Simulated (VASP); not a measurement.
# W (I4/mmm) in VASP: notebook

Runs on W. Level: r2SCAN. Tasks: single point.

All numbers are computed with VASP 6.6.1; they aren't measurements. Logs are shortened: lines on timing, memory, paths and dates and some standing lists are left out, and cuts for length are marked.

### 1 The cell of the first run

Symmetry: I4/mmm, No. 139, tetragonal system. Conventional cell: a = 2.871 Å, b = 2.871 Å, c = 4.202 Å, α = 90.00°, β = 90.00°, γ = 90.00°. Within 3.8 Å of W (site symmetry 4/mmm) lie 12 W at 2.87 to 2.92 Å.

### 2 Single point, r2SCAN (strain +0.0350 x Voigt [0, 0, 1, 0, 0, 0])

The input, POSCAR:

```
W
1.0
    0.0000000000      2.0300000000      2.1010500000
    2.0300000000      0.0000000000      2.1010500000
    2.0300000000      2.0300000000      0.0000000000
W
1
Direct
    0.0000000000      0.0000000000      0.0000000000
```

The input, INCAR.step1:

```
PREC = Accurate ; ENCUT = 520
ISMEAR = 0 ; SIGMA = 0.15
LREAL = F ; LASPH = T
NELM = 80 ; NBANDS = 13
GGA = PE ; ALGO = Normal
EDIFF = 1E-4 ; LWAVE = T
LCHARG = F
```

The input, INCAR.step2:

```
PREC = Accurate ; ENCUT = 520
EDIFF = 1E-6 ; ISMEAR = 0
SIGMA = 0.15 ; LREAL = F
LASPH = T ; NELM = 80
ALGO = Normal ; ISIF = 2
LWAVE = F ; LCHARG = F
METAGGA = R2SCAN ; LMIXTAU = T
NBANDS = 13 ; ISTART = 1
```

The input, KPOINTS:

```
Automatic mesh
0
Gamma
  20 20 20
```

Potentials or basis: VASP PAW PBE potentials, release 64 (W_sv).

The run is started by

```bash
cat potpaw_PBE.64/W_sv/POTCAR > POTCAR
cp INCAR.step1 INCAR
mpirun -np 1 vasp_std > vasp.out
cp INCAR.step2 INCAR
mpirun -np 1 vasp_std > vasp.out
```

OUTCAR:

```text
PREC = Accurate
   ENCUT = 520
   EDIFF = 1E-6
   ISMEAR = 0
   LREAL = F
   LASPH = T
   NELM = 80
   ISIF = 2
   METAGGA = R2SCAN
   ISTART = 1

 ion  position               nearest neighbor table
   1  0.000  0.000  0.000-

  LATTYP: Found a body centered tetragonal cell.
 ALAT       =     2.8708535316
 C/A-ratio  =     1.4637110371

  Lattice vectors:

 A1 = (  -2.0300000000,   0.0000000000,   2.1010500000)
 A2 = (   2.0300000000,   0.0000000000,   2.1010500000)
 A3 = (   0.0000000000,   2.0300000000,  -2.1010500000)

Analysis of symmetry for initial positions (statically):
=====================================================================
 Subroutine PRICEL returns:
 Original cell was already a primitive cell.

 Routine SETGRP: Setting up the symmetry group for a
 body centered tetragonal supercell.

 Subroutine GETGRP returns: Found 16 space group operations
 (whereof 16 operations were pure point group operations)
 out of a pool of 16 trial point group operations.

The static configuration has the point symmetry D_4h.

Analysis of symmetry for dynamics (positions and initial velocities):
=====================================================================
 Subroutine PRICEL returns:
 Original cell was already a primitive cell.

 Routine SETGRP: Setting up the symmetry group for a
 body centered tetragonal supercell.

 Subroutine GETGRP returns: Found 16 space group operations
 (whereof 16 operations were pure point group operations)
 out of a pool of 16 trial point group operations.

The dynamic configuration has the point symmetry D_4h.

 Subroutine INISYM returns: Found 16 space group operations
 (whereof 16 operations are pure point group operations),
 and found     1 'primitive' translations

----------------------------------------------------------------------------------------

                                     Primitive cell

  volume of cell :      17.3164

  direct lattice vectors                    reciprocal lattice vectors
     0.000000000  2.030000000  2.101050000    -0.246305419  0.246305419  0.237976250
     2.030000000  0.000000000  2.101050000     0.246305419 -0.246305419  0.237976250
     2.030000000  2.030000000  0.000000000     0.246305419  0.246305419 -0.237976250

  length of vectors
     2.921525475  2.921525475  2.870853532     0.421859472  0.421859472  0.421859472

  position of ions in fractional coordinates (direct lattice)
     0.000000000  0.000000000  0.000000000

  ion indices of the primitive-cell ions
   primitive index   ion index
                 1           1

----------------------------------------------------------------------------------------

 KPOINTS: Automatic mesh

Automatic generation of k-mesh.
 Grid dimensions read from file:
 generate k-points for:   20   20   20

 Generating k-lattice:

  Cartesian coordinates                     Fractional coordinates (reciprocal lattice)
    -0.012315271  0.012315271  0.011898812     0.050000000  0.000000000  0.000000000
     0.012315271 -0.012315271  0.011898812     0.000000000  0.050000000  0.000000000
     0.012315271  0.012315271 -0.011898812    -0.000000000 -0.000000000  0.050000000

  Length of vectors
     0.021092974  0.021092974  0.021092974

  Shift w.r.t. Gamma in fractional coordinates (k-lattice)
     0.000000000  0.000000000  0.000000000

 Subroutine IBZKPT returns following result:
 ===========================================

 Found    641 irreducible k-points:

 Following reciprocal coordinates:
            Coordinates               Weight
  0.000000  0.000000  0.000000      1.000000
  0.050000  0.000000  0.000000      8.000000
  0.100000  0.000000  0.000000      8.000000
  0.150000  0.000000  0.000000      8.000000
  0.200000  0.000000  0.000000      8.000000
  0.250000  0.000000  0.000000      8.000000
[... 16 lines left out ...]
 -0.400000  0.050000  0.000000      8.000000
 -0.350000  0.050000  0.000000      8.000000
 [... further k-points ...]
   k-points           NKPTS =    641   k-points in BZ     NKDIM =    641   number of bands    NBANDS=     13
   number of dos      NEDOS =    301   number of ions     NIONS =      1
   total plane-waves  NPLWV =  13824
   dimension x,y,z NGX =    24 NGY =   24 NGZ =   24
   dimension x,y,z NGXF=    48 NGYF=   48 NGZF=   48
   ions per type =               1
   NGX,Y,Z   is equivalent  to a cutoff of  13.66, 13.66, 13.90 a.u.
   NGXF,Y,Z  is equivalent  to a cutoff of  27.31, 27.31, 27.80 a.u.
 SYSTEM =  unknown system
   PREC   = accura    normal or accurate (medium, high low for compatibility)
   ISTART =      1    job   : 0-new  1-cont  2-samecut
   ICHARG =      0    charge: 1-file 2-atom 10-const
   ISPIN  =      1    spin polarized calculation?
   LNONCOLLINEAR =      F non collinear calculations
   LSORBIT =      F    spin-orbit coupling
   LASPH  =      T    aspherical Exc in radial PAW
   ENCUT  =  520.0 eV  38.22 Ry    6.18 a.u.   5.43  5.43  5.34*2*pi/ulx,y,z
   NELM   =     80;   NELMIN=  2; NELMDL=  0     # of ELM steps
   EDIFF  = 0.1E-05   stopping-criterion for ELM
   LREAL  =      F    real-space projection
   EDIFFG = 0.1E-04   stopping-criterion for IOM
   NSW    =      0    number of steps for IOM
   IBRION =     -1    ionic relax: 0-MD 1-quasi-New 2-CG
   NFREE  =      0    steps in history (QN), initial steepest desc. (CG)
   ISIF   =      2    stress and relaxation
   ISYM   =      2    0-nonsym 1-usesym 2-fastsym
   POTIM  = 0.5000    time-step for ionic-motion
   TEBEG  =    0.0;   TEEND  =   0.0 temperature during run
   PSTRESS=    0.0 pullay stress
   NELECT =      14.0000    total number of electrons
   NUPDOWN=      -1.0000    fix difference up-down
   EMIN   =  10.00;   EMAX   =-10.00  energy-range for DOS
   EFERMI =   0.00;   METHOD = LEGACY
   ISMEAR =     0;   SIGMA  =   0.15  broadening in eV -4-tet -1-fermi 0-gaus
   EFERMI_NEDOS =   21; number of points for ismear=-14 and -15
   IALGO  =     38    algorithm
   IMIX   =      4    mixing-type and parameters
     AMIX     =   0.40;   BMIX     =  1.00
     AMIX_MAG =   1.60;   BMIX_MAG =  1.00
  volume/ion in A,a.u.               =      17.32       116.86
  Fermi-wavevector in a.u.,A,eV,Ry     =   1.525099  2.882019 31.646156  2.325927
  Thomas-Fermi vector in A             =   2.633316
   LORBIT       =      0    0 simple, 1 ext, 2 COOP (PROOUT), +10 PAW based schemes
   METAGGA = R2SCAN    functional components
   LHFCALC =     F    Hartree Fock is set to
   AEXX    =    0.0000 exact exchange contribution
   IVDW    =     0    specifies the selected vdW correction
   LEPSILON=     F    determine dielectric tensor
   LRPA    =     F    only Hartree local field effects (RPA)
 non-spin polarized calculation
 Gauss-broadening in eV      SIGMA  =   0.15
  energy-cutoff  :      520.00
  volume of cell :       17.32
 maximum number of plane-waves:       489
 NGX is ok and might be reduce to    24
   NGX = 11   NGY = 11   NGZ = 11

 number of electron      13.9999999 magnetization

 Free energy of the ion-electron system (eV)
  ---------------------------------------------------
  ext. energy  EPLUGINS =         0.00000000
  ---------------------------------------------------
  free energy    TOTEN  =       -50.76156669 eV

  energy without entropy =      -50.74818766  energy(sigma->0) =      -50.75487717

 E-fermi :   9.6726     XC(G=0): -14.3916

 val. band max:        9.6716382310   @ k =   0.3500   0.0000   0.1000
 cond. band min:       9.6731898737   @ k =   0.1500   0.0500   0.0000
 fundamental gap:      0.0015516428
 Fermi energy:         9.6726087863

 k-point     1 :       0.0000    0.0000    0.0000
  band No.  band energies     occupation
      1     -66.1133      2.00000
      2     -29.1365      2.00000
      3     -29.1020      2.00000
      4     -29.1020      2.00000
      5       0.4254      2.00000
      6       8.7571      2.00000
      7       9.2767      1.99981
      8       9.2767      1.99981
      9      11.8677      0.00000
     10      12.5935      0.00000
     11      22.9358      0.00000
     12      27.5622      0.00000
     13      28.7120      0.00000

 k-point     2 :       0.0500    0.0000    0.0000
  band No.  band energies     occupation
      1     -66.1111      2.00000
      2     -29.1508      2.00000
      3     -29.1183      2.00000
      4     -29.1048      2.00000
      5       0.5337      2.00000
      6       8.7625      2.00000
      7       9.2346      1.99996
      8       9.3277      1.99885
      9      11.8305      0.00000
     10      12.5405      0.00000
     11      23.1539      0.00000
     12      27.4586      0.00000
     13      28.4447      0.00000

 k-point     3 :       0.1000    0.0000    0.0000
  band No.  band energies     occupation
      1     -66.1044      2.00000
      2     -29.2185      2.00000
      3     -29.1388      2.00000
      4     -29.1128      2.00000
      5       0.8500      2.00000
      6       8.6849      2.00000
      7       9.2123      1.99999
      8       9.4680      1.94623
      9      11.7474      0.00000
     10      12.4067      0.00000
     11      23.7569      0.00000
     12      26.6301      0.00000
     13      28.7288      0.00000

 k-point     4 :       0.1500    0.0000    0.0000
  band No.  band energies     occupation
      1     -66.0940      2.00000
      2     -29.3345      2.00000
      3     -29.1586      2.00000
      4     -29.1254      2.00000
      5       1.3474      2.00000
      6       8.4477      2.00000
      7       9.2998      1.99956
      8       9.6536      1.14234
      9      11.7023      0.00000
     10      12.2658      0.00000
     11      24.4752      0.00000
     12      25.6845      0.00000
     13      29.5810      0.00000

 k-point     5 :       0.2000    0.0000    0.0000
  band No.  band energies     occupation
      1     -66.0808      2.00000
      2     -29.4801      2.00000
      3     -29.1817      2.00000
      4     -29.1412      2.00000
      5       1.9759      2.00000
      6       8.1842      2.00000
      7       9.3634      1.99644
      8       9.8003      0.22860
      9      11.8166      0.00000
     10      12.2344      0.00000
     11      24.0631      0.00000
     12      25.9857      0.00000
     13      30.7485      0.00000
[... 257 lines left out ...]
 k-point    22 :      -0.4500    0.0500    0.0000
  band No.  band energies     occupation
      1     -66.0189      2.00000
      2     -30.1164      2.00000
      3     -29.3050      2.00000
      4     -29.2144      2.00000
      5       4.1041      2.00000
      6       8.5976      2.00000
      7       9.3307      1.99873
      8       9.6878      0.88607
      9      14.2114      0.00000
     10      14.8573      0.00000
     11      19.6944      0.00000
     12      22.8258      0.00000
     13      28.3045      0.00000

 k-point    23 :      -0.4000    0.0500    0.0000
  band No.  band energies     occupation
      1     -66.0239      2.00000
      2     -30.0656      2.00000
      3     -29.2998      2.00000
      4     -29.2041      2.00000
      5       4.0488      2.00000
      6       8.7086      2.00000
      7       9.1867      2.00000
      8       9.4019      1.98930
      9      13.7769      0.00000
     10      14.6023      0.00000
     11      20.3318      0.00000
     12      23.3497      0.00000
     13      28.7441      0.00000

 k-point    24 :      -0.3500    0.0500    0.0000
  band No.  band energies     occupation
      1     -66.0330      2.00000
      2     -29.9737      2.00000
      3     -29.2869      2.00000
      4     -29.1896      2.00000
      5       3.8852      2.00000
      6       8.5629      2.00000
      7       8.8744      2.00000
      8       9.5380      1.79570
      9      13.2040      0.00000
     10      14.0790      0.00000
     11      21.1704      0.00000
     12      24.3555      0.00000
     13      29.7088      0.00000

 [... further k-points ...]

------------------------ aborting loop because EDIFF is reached ----------------------------------------

  FORCE on cell =-STRESS in cart. coord.  units (eV):
  Direction    XX          YY          ZZ          XY          YZ          ZX
  --------------------------------------------------------------------------------------
  -------------------------------------------------------------------------------------
  Total       -2.1802590     -2.1802590     -0.9956024      0.0000000      0.0000000     -0.0000000
  in kB     -201.7252278   -201.7252278    -92.1166372      0.0000000      0.0000000     -0.0000000
  external PRESSURE =    -165.1890309 kB  Pullay stress =       0.0000000 kB

 VOLUME and BASIS-vectors are now :
 -----------------------------------------------------------------------------
  energy-cutoff  :      520.00
  volume of cell :       17.32
      direct lattice vectors                 reciprocal lattice vectors
     0.000000000  2.030000000  2.101050000    -0.246305419  0.246305419  0.237976250
     2.030000000  0.000000000  2.101050000     0.246305419 -0.246305419  0.237976250
     2.030000000  2.030000000  0.000000000     0.246305419  0.246305419 -0.237976250

 POSITION                                       TOTAL-FORCE (eV/Angst)
 -----------------------------------------------------------------------------------
      0.00000      0.00000      0.00000        -0.000000      0.000000      0.000000
 -----------------------------------------------------------------------------------
    total drift:                                0.000000      0.000000     -0.000000

  FREE ENERGIE OF THE ION-ELECTRON SYSTEM (eV)
  ---------------------------------------------------
  free  energy   TOTEN  =       -50.7615666852 eV

  energy  without entropy=      -50.7481876624  energy(sigma->0) =      -50.75487717
```

Run time: 5.2 min. Hardware: 1 thread of Intel Xeon 6975P-C (Granite Rapids), shared host; peak memory 0.26 GiB.

Results:

```
Free energy            : -50.7616 eV
Pressure               : -16.5 GPa
Band gap on the k mesh : zero (bands 7 and 8 overlap by 3.39 eV)
```

Stress tensor (GPa, compression positive):
```
-20.17   0.00   0.00
  0.00 -20.17   0.00
  0.00   0.00  -9.21
```

Caveat: the cell differs from its parent crystal (strain +0.0350 x Voigt [0, 0, 1, 0, 0, 0]); the stress differs along the axes, from -20 to -9 GPa; the PAW data sets were made with another functional, which shifts forces and pressure a little; spin-orbit coupling is left out, which moves the levels of the heavy elements.

### 3 Single point, r2SCAN (strain +0.0400 x Voigt [0, 0, 1, 0, 0, 0])

The input, POSCAR:

```
W
1.0
    0.0000000000      2.0300000000      2.1112000000
    2.0300000000      0.0000000000      2.1112000000
    2.0300000000      2.0300000000      0.0000000000
W
1
Direct
    0.0000000000      0.0000000000      0.0000000000
```

The input, INCAR.step1:

```
SYSTEM = W
  PREC = Accurate
  ENCUT = 520
  ISMEAR = 0
  SIGMA = 0.15
  LREAL = .FALSE.
  LASPH = .TRUE.
  NELM = 100
  NBANDS = 13
  GGA = PE
  ALGO = Normal
  EDIFF = 1E-4
  LWAVE = .TRUE.
  LCHARG = .FALSE.
```

The input, INCAR.step2:

```
SYSTEM = W
  PREC = Accurate
  ENCUT = 520
  EDIFF = 1E-6
  ISMEAR = 0
  SIGMA = 0.15
  LREAL = .FALSE.
  LASPH = .TRUE.
  NELM = 100
  ALGO = Normal
  ISIF = 2
  LWAVE = .FALSE.
  LCHARG = .TRUE.
  METAGGA = R2SCAN
  LMIXTAU = .TRUE.
  LELF = .TRUE.
  LVHAR = .TRUE.
  NBANDS = 13
  ISTART = 1
```

The input, KPOINTS:

```
Automatic mesh
0
G
  20 20 20
  0 0 0
```

Potentials or basis: VASP PAW PBE potentials, release 64 (W_sv).

The run is started by

```bash
cat potpaw_PBE.64/W_sv/POTCAR > POTCAR
cp INCAR.step1 INCAR
mpirun -np 1 vasp_std > vasp.out
cp INCAR.step2 INCAR
mpirun -np 1 vasp_std > vasp.out
```

It took 5.1 min on 1 thread of Intel Xeon 6975P-C (Granite Rapids), shared host; peak memory 0.26 GiB.

Results (log left out):

| Quantity | Value |
| --- | --- |
| Free energy | -50.7566 eV |
| Pressure | -17.6 GPa |
| Band gap on the k mesh | zero (bands 7 and 8 overlap by 3.37 eV) |

Stress tensor (GPa, compression positive):
```
-21.54   0.00   0.00
  0.00 -21.54   0.00
  0.00   0.00  -9.82
```

Levels at points of the mesh, in eV from the Fermi level:
```csv
k point,band 4,band 5,band 6,band 7,band 8,band 9,band 10,band 11
"(0.00, 0.00, 0.00)",-38.80,-9.23,-0.97,-0.38,-0.38,2.12,2.94,13.25
"(0.50, 0.00, 0.00)",-38.91,-5.64,-1.02,-0.39,0.23,4.66,4.92,9.90
"(0.50, 0.50, 0.00)",-39.12,-5.43,-4.46,2.12,4.92,5.40,5.40,11.96
"(0.50, 0.00, 0.50)",-39.18,-5.34,-4.48,2.90,4.77,5.14,5.68,11.26
```

Caveat: the cell differs from its parent crystal (strain +0.0400 x Voigt [0, 0, 1, 0, 0, 0]); the stress differs along the axes, from -22 to -10 GPa; the PAW data sets were made with another functional, which shifts forces and pressure a little; spin-orbit coupling is left out, which moves the levels of the heavy elements.
